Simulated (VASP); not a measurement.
# Si (a cell with a defect) in VASP: single point with LDA

Aim: the single point of Si (a cell with a defect) with LDA.

Everything below comes from runs of VASP 6.6.1. Logs are shortened: lines on timing, memory, paths and dates and some standing lists are left out, and cuts for length are marked.

### Step 1. The cell of the first run

The cell holds a defect, 31 atoms: a = 9.356 Å, b = 9.356 Å, c = 9.356 Å, α = 109.47°, β = 109.47°, γ = 109.47°.

### Step 2. Single point, LDA

The input, INCAR:

```
SYSTEM = Si
PREC = Accurate
ENCUT = 520
EDIFF = 1E-6
ISMEAR = 0
SIGMA = 0.02
LREAL = Auto
LASPH = .True.
NELM = 80
ALGO = Normal
ISIF = 2
LWAVE = .False.
LCHARG = .True.
LELF = .True.
LVHAR = .True.
NELECT = 126.0
NBANDS = 83
```

The input, KPOINTS:

```
Automatic mesh
0
Gamma
  2 2 2
  0.5 0.5 0.5
```

The input, POSCAR:

```
Si
1.0
   -5.4019422754     -5.4019422754      5.4019422754
    5.4019422754     -5.4019422754     -5.4019422754
    5.4019422754      5.4019422754      5.4019422754
Si
31
Direct
    0.2500000000      0.7500000000      0.7151627789
    0.0023125829      0.7500000000     -0.0004635436
    0.4976874171      0.4972238735      0.7476874171
    0.2500000000      0.5023125829     -0.0004635436
    0.0348372211      0.5348372211      0.2848372211
    0.7495364564      0.7500000000      0.2523125829
    0.4651627789      0.7500000000      0.5000000000
   -0.0027761265     -0.0023125829      0.7476874171
    0.7504635436      0.2504635436      0.7527761265
    0.5027761265      0.2504635436      0.0004635436
    0.2500000000      0.2495364564      0.2523125829
    0.0023125829      0.2495364564      0.5000000000
    0.7495364564      0.5023125829      0.5000000000
    0.7504635436      0.0027761265      0.0004635436
    0.4976874171     -0.0023125829      0.2472238735
    0.2500000000     -0.0348372211      0.5000000000
    0.0082845597      0.7500000000      0.7484945560
    0.4984945560      0.5082845597      0.5000000000
    0.2500000000      0.5082845597      0.7484945560
    0.0015054440      0.5015054440      0.0097900037
    0.7500000000      0.7500000000      0.0000000000
    0.4984945560      0.7500000000      0.2582845597
    0.0082845597     -0.0015054440      0.5000000000
    0.7500000000      0.2500000000      0.5000000000
    0.4917154403      0.2402099963      0.7417154403
    0.2500000000      0.2500000000      0.0000000000
    0.0015054440      0.2597900037      0.2515054440
    0.7597900037      0.5015054440      0.2515054440
    0.7402099963     -0.0082845597      0.7417154403
    0.4917154403     -0.0082845597     -0.0097900037
    0.2500000000     -0.0015054440      0.2582845597
```

Potentials or basis: VASP PAW LDA potentials, release 64 (Si).

The run is started by

```
$ cat potpaw_LDA.64/Si/POTCAR > POTCAR
$ mpirun -np 1 vasp_std > vasp.out
```

OUTCAR:

```text
SYSTEM = Si
   PREC = Accurate
   ENCUT = 520
   EDIFF = 1E-6
   ISMEAR = 0
   LREAL = Auto
   LASPH = .True.
   NELM = 80
   ISIF = 2
   NELECT = 126.0

 ion  position               nearest neighbor table
   1  0.250  0.750  0.715-  17 2.38  19 2.38  30 2.38
   2  0.002  0.750  1.000-  20 2.36  31 2.36  21 2.36  17 2.37
   3  0.498  0.497  0.748-  18 2.36  19 2.36  21 2.36  25 2.37
   4  0.250  0.502  1.000-  20 2.36  22 2.36  26 2.36  19 2.37
   5  0.035  0.535  0.285-  20 2.38  27 2.38  28 2.38
   6  0.750  0.750  0.252-  28 2.36  23 2.36  21 2.36  22 2.37
   7  0.465  0.750  0.500-  18 2.38  22 2.38  29 2.38
   8  0.997  0.998  0.748-  17 2.36  23 2.36  26 2.36  29 2.37
   9  0.750  0.250  0.753-  25 2.36  29 2.36  24 2.36  20 2.37
  10  0.503  0.250  0.000-  25 2.36  30 2.36  26 2.36  28 2.37
  11  0.250  0.250  0.252-  27 2.36  18 2.36  26 2.36  31 2.37
  12  0.002  0.250  0.500-  27 2.36  19 2.36  24 2.36  23 2.37
  13  0.750  0.502  0.500-  28 2.36  17 2.36  24 2.36  18 2.37
  14  0.750  0.003  0.000-  29 2.36  30 2.36  21 2.36  27 2.37
  15  0.498  0.998  0.247-  22 2.36  31 2.36  24 2.36  30 2.37
  16  0.250  0.965  0.500-  23 2.38  31 2.38  25 2.38
  17  0.008  0.750  0.748-  13 2.36   8 2.36   2 2.37   1 2.38
  18  0.498  0.508  0.500-  11 2.36   3 2.36  13 2.37   7 2.38
  19  0.250  0.508  0.748-  12 2.36   3 2.36   4 2.37   1 2.38
  20  0.002  0.502  0.010-   2 2.36   4 2.36   9 2.37   5 2.38
  21  0.750  0.750  0.000-   2 2.36   6 2.36   3 2.36  14 2.36
  22  0.498  0.750  0.258-   4 2.36  15 2.36   6 2.37   7 2.38
  23  0.008  0.998  0.500-   6 2.36   8 2.36  12 2.37  16 2.38
  24  0.750  0.250  0.500-  12 2.36  13 2.36  15 2.36   9 2.36
  25  0.492  0.240  0.742-   9 2.36  10 2.36   3 2.37  16 2.38
  26  0.250  0.250  0.000-   4 2.36  11 2.36   8 2.36  10 2.36
  27  0.002  0.260  0.252-  11 2.36  12 2.36  14 2.37   5 2.38
  28  0.760  0.502  0.252-   6 2.36  13 2.36  10 2.37   5 2.38
  29  0.740  0.992  0.742-   9 2.36  14 2.36   8 2.37   7 2.38
  30  0.492  0.992  0.990-  10 2.36  14 2.36  15 2.37   1 2.38
  31  0.250  0.998  0.258-   2 2.36  15 2.36  11 2.37  16 2.38

  LATTYP: Found a body centered cubic cell.
 ALAT       =    10.8038845508

  Lattice vectors:

 A1 = (  -5.4019422754,  -5.4019422754,   5.4019422754)
 A2 = (   5.4019422754,  -5.4019422754,  -5.4019422754)
 A3 = (   5.4019422754,   5.4019422754,   5.4019422754)

Analysis of symmetry for initial positions (statically):
=====================================================================
 Subroutine PRICEL returns:
 Original cell was already a primitive cell.

 Routine SETGRP: Setting up the symmetry group for a
 body centered cubic supercell.

 Subroutine GETGRP returns: Found 24 space group operations
 (whereof  4 operations were pure point group operations)
 out of a pool of 48 trial point group operations.

The static configuration has the point symmetry S_4 .
 The point group associated with its full space group is T_d .

Analysis of symmetry for dynamics (positions and initial velocities):
=====================================================================
 Subroutine PRICEL returns:
 Original cell was already a primitive cell.

 Routine SETGRP: Setting up the symmetry group for a
 body centered cubic supercell.

 Subroutine GETGRP returns: Found 24 space group operations
 (whereof  4 operations were pure point group operations)
 out of a pool of 48 trial point group operations.

The dynamic configuration has the point symmetry S_4 .
 The point group associated with its full space group is T_d .

 Subroutine INISYM returns: Found 24 space group operations
 (whereof  4 operations are pure point group operations),
 and found     1 'primitive' translations

----------------------------------------------------------------------------------------

                                     Primitive cell

  volume of cell :     630.5359

  direct lattice vectors                    reciprocal lattice vectors
    -5.401942275 -5.401942275  5.401942275     0.000000000 -0.092559301  0.092559301
     5.401942275 -5.401942275 -5.401942275     0.092559301 -0.092559301  0.000000000
     5.401942275  5.401942275  5.401942275     0.092559301  0.000000000  0.092559301

  length of vectors
     9.356438481  9.356438481  9.356438481     0.130898619  0.130898619  0.130898619

  position of ions in fractional coordinates (direct lattice)
     0.250000000  0.750000000  0.715162779
     0.002312583  0.750000000  0.999536456
     0.497687417  0.497223873  0.747687417
     0.250000000  0.502312583  0.999536456
     0.034837221  0.534837221  0.284837221
     0.749536456  0.750000000  0.252312583
[... 23 lines left out ...]
     0.491715440  0.991715440  0.990209996
     0.250000000  0.998494556  0.258284560

  ion indices of the primitive-cell ions
   primitive index   ion index
                 1           1
                 2           2
                 3           3
                 4           4
                 5           5
                 6           6
[... 23 lines left out ...]
                30          30
                31          31

----------------------------------------------------------------------------------------

 KPOINTS: Automatic mesh

Automatic generation of k-mesh.
 Grid dimensions read from file:
 generate k-points for:    2    2    2

 Generating k-lattice:

  Cartesian coordinates                     Fractional coordinates (reciprocal lattice)
     0.000000000 -0.046279650  0.046279650     0.500000000  0.000000000  0.000000000
     0.046279650 -0.046279650  0.000000000     0.000000000  0.500000000  0.000000000
     0.046279650  0.000000000  0.046279650     0.000000000  0.000000000  0.500000000

  Length of vectors
     0.065449309  0.065449309  0.065449309

  Shift w.r.t. Gamma in fractional coordinates (k-lattice)
     0.500000000  0.500000000  0.500000000

 Subroutine IBZKPT returns following result:
 ===========================================

 Found      2 irreducible k-points:

 Following reciprocal coordinates:
            Coordinates               Weight
  0.250000  0.250000  0.250000      2.000000
 -0.250000  0.250000  0.250000      6.000000
   k-points           NKPTS =      2   k-points in BZ     NKDIM =      2   number of bands    NBANDS=     83
   number of dos      NEDOS =    301   number of ions     NIONS =     31
   total plane-waves  NPLWV = 343000
   dimension x,y,z NGX =    70 NGY =   70 NGZ =   70
   dimension x,y,z NGXF=   140 NGYF=  140 NGZF=  140
   ions per type =              31
   NGX,Y,Z   is equivalent  to a cutoff of  12.44, 12.44, 12.44 a.u.
   NGXF,Y,Z  is equivalent  to a cutoff of  24.88, 24.88, 24.88 a.u.
 SYSTEM =  Si
   PREC   = accura    normal or accurate (medium, high low for compatibility)
   ISTART =      0    job   : 0-new  1-cont  2-samecut
   ICHARG =      2    charge: 1-file 2-atom 10-const
   ISPIN  =      1    spin polarized calculation?
   LNONCOLLINEAR =      F non collinear calculations
   LSORBIT =      F    spin-orbit coupling
   LASPH  =      T    aspherical Exc in radial PAW
   ENCUT  =  520.0 eV  38.22 Ry    6.18 a.u.  17.40 17.40 17.40*2*pi/ulx,y,z
   NELM   =     80;   NELMIN=  2; NELMDL= -5     # of ELM steps
   EDIFF  = 0.1E-05   stopping-criterion for ELM
   LREAL  =      T    real-space projection
   EDIFFG = 0.1E-04   stopping-criterion for IOM
   NSW    =      0    number of steps for IOM
   IBRION =     -1    ionic relax: 0-MD 1-quasi-New 2-CG
   NFREE  =      0    steps in history (QN), initial steepest desc. (CG)
   ISIF   =      2    stress and relaxation
   ISYM   =      2    0-nonsym 1-usesym 2-fastsym
   POTIM  = 0.5000    time-step for ionic-motion
   TEBEG  =    0.0;   TEEND  =   0.0 temperature during run
   PSTRESS=    0.0 pullay stress
   NELECT =     126.0000    total number of electrons
   NUPDOWN=      -1.0000    fix difference up-down
   EMIN   =  10.00;   EMAX   =-10.00  energy-range for DOS
   EFERMI =   0.00;   METHOD = LEGACY
   ISMEAR =     0;   SIGMA  =   0.02  broadening in eV -4-tet -1-fermi 0-gaus
   EFERMI_NEDOS =   21; number of points for ismear=-14 and -15
   IALGO  =     38    algorithm
   IMIX   =      4    mixing-type and parameters
     AMIX     =   0.40;   BMIX     =  1.00
     AMIX_MAG =   1.60;   BMIX_MAG =  1.00
  volume/ion in A,a.u.               =      20.34       137.26
  Fermi-wavevector in a.u.,A,eV,Ry     =   0.957110  1.808675 12.463741  0.916059
  Thomas-Fermi vector in A             =   2.086098
   LORBIT       =      0    0 simple, 1 ext, 2 COOP (PROOUT), +10 PAW based schemes
   GGA     = CA    functional components
   LHFCALC =     F    Hartree Fock is set to
   AEXX    =    0.0000 exact exchange contribution
   IVDW    =     0    specifies the selected vdW correction
   LEPSILON=     F    determine dielectric tensor
   LRPA    =     F    only Hartree local field effects (RPA)
 non-spin polarized calculation
 Gauss-broadening in eV      SIGMA  =   0.02
  energy-cutoff  :      520.00
  volume of cell :      630.54
 maximum number of plane-waves:     17028
 NGX is ok and might be reduce to    70
   NGX = 35   NGY = 35   NGZ = 35

 number of electron     125.9999994 magnetization

 Free energy of the ion-electron system (eV)
  ---------------------------------------------------
  ext. energy  EPLUGINS =         0.00000000
  ---------------------------------------------------
  free energy    TOTEN  =      -169.19173126 eV

  energy without entropy =     -169.18113098  energy(sigma->0) =     -169.18643112

 E-fermi :   5.8222     XC(G=0):  -9.6292

 val. band max:        5.8084710168   @ k =  -0.2500   0.2500   0.2500
 cond. band min:       6.0205281402   @ k =   0.2500   0.2500   0.2500
 fundamental gap:      0.2120571235
 Fermi energy:         5.8221517395

 k-point     1 :       0.2500    0.2500    0.2500
  band No.  band energies     occupation
      1      -5.5257      2.00000
      2      -5.5257      2.00000
      3      -5.5257      2.00000
      4      -5.2865      2.00000
      5      -3.6478      2.00000
      6      -3.6478      2.00000
[... 67 lines left out ...]
     74       7.2354      0.00000
     75       7.2354      0.00000

 k-point     2 :      -0.2500    0.2500    0.2500
  band No.  band energies     occupation
      1      -6.0067      2.00000
      2      -5.0141      2.00000
      3      -4.9623      2.00000
      4      -4.9623      2.00000
      5      -4.8252      2.00000
      6      -4.1112      2.00000
[... 67 lines left out ...]
     74       8.0342      0.00000
     75       8.0767      0.00000
 [bands above 75 left out]

------------------------ aborting loop because EDIFF is reached ----------------------------------------

  FORCE on cell =-STRESS in cart. coord.  units (eV):
  Direction    XX          YY          ZZ          XY          YZ          ZX
  --------------------------------------------------------------------------------------
  -------------------------------------------------------------------------------------
  Total        8.6359919      8.6359919      8.6359919      0.0000000      0.0000000      0.0000000
  in kB       21.9438587     21.9438587     21.9438587      0.0000000      0.0000000      0.0000000
  external PRESSURE =      21.9438587 kB  Pullay stress =       0.0000000 kB

 VOLUME and BASIS-vectors are now :
 -----------------------------------------------------------------------------
  energy-cutoff  :      520.00
  volume of cell :      630.54
      direct lattice vectors                 reciprocal lattice vectors
    -5.401942275 -5.401942275  5.401942275     0.000000000 -0.092559301  0.092559301
     5.401942275 -5.401942275 -5.401942275     0.092559301 -0.092559301  0.000000000
     5.401942275  5.401942275  5.401942275     0.092559301  0.000000000  0.092559301

 POSITION                                       TOTAL-FORCE (eV/Angst)
 -----------------------------------------------------------------------------------
      6.56424     -1.53867      1.16230        -0.000705     -0.000705     -0.000705
      9.43840      1.33549      1.36047         0.001002      0.001002     -0.003244
      4.03646     -1.33549      4.04147         0.001002     -0.001002      0.003244
      6.76242      1.33549      4.03646        -0.003244      0.001002      0.001002
      4.23965     -1.53867     -1.16230         0.000705     -0.000705      0.000705
      1.36548     -6.73743      1.36047        -0.001002     -0.001002     -0.003244
[... 23 lines left out ...]
      8.05003     -2.66435      2.64809         0.000035     -0.001888      0.000035
      5.43856     -5.34906     -2.64809        -0.001888     -0.000035     -0.000035
 -----------------------------------------------------------------------------------
    total drift:                               -0.000000     -0.000000     -0.000000

  FREE ENERGIE OF THE ION-ELECTRON SYSTEM (eV)
  ---------------------------------------------------
  free  energy   TOTEN  =      -169.1917312593 eV

  energy  without entropy=     -169.1811309816  energy(sigma->0) =     -169.18643112
```

Wall time 2.7 min (1 thread of AMD EPYC 7R43 (Zen 3), shared host); peak memory 0.43 GiB.

Results:

| Quantity | Value |
| --- | --- |
| Free energy | -169.1917 eV |
| Largest force | 0.004 eV/Å |

Forces on the atoms (eV/Å):
```
Si  -0.001 -0.001 -0.001
Si   0.001  0.001 -0.003
Si   0.001 -0.001  0.003
Si  -0.003  0.001  0.001
Si   0.001 -0.001  0.001
Si  -0.001 -0.001 -0.003
Si   0.001  0.001 -0.001
Si   0.003 -0.001  0.001
Si  -0.001 -0.003 -0.001
Si   0.003  0.001 -0.001
Si  -0.003 -0.001 -0.001
Si   0.001  0.003 -0.001
Si  -0.001  0.003  0.001
Si  -0.001  0.001  0.003
Si   0.001 -0.003  0.001
Si  -0.001  0.001  0.001
Si   0.000  0.000 -0.002
Si   0.000  0.002  0.000
Si  -0.002  0.000  0.000
Si   0.000 -0.002  0.000
Si   0.000  0.000  0.000
Si   0.000  0.000 -0.002
Si   0.000  0.002  0.000
Si   0.000  0.000  0.000
Si   0.000  0.000  0.002
Si   0.000  0.000  0.000
Si   0.000  0.000  0.002
Si   0.002  0.000  0.000
Si   0.002  0.000  0.000
Si   0.000 -0.002  0.000
Si  -0.002  0.000  0.000
```

Caveat: the k points lie up to 0.41 Å⁻¹ apart; the cell carries a net charge on a neutralising background, which shifts energy and pressure; the cell is charged against a uniform background, so pressure and absolute levels hang on convention.
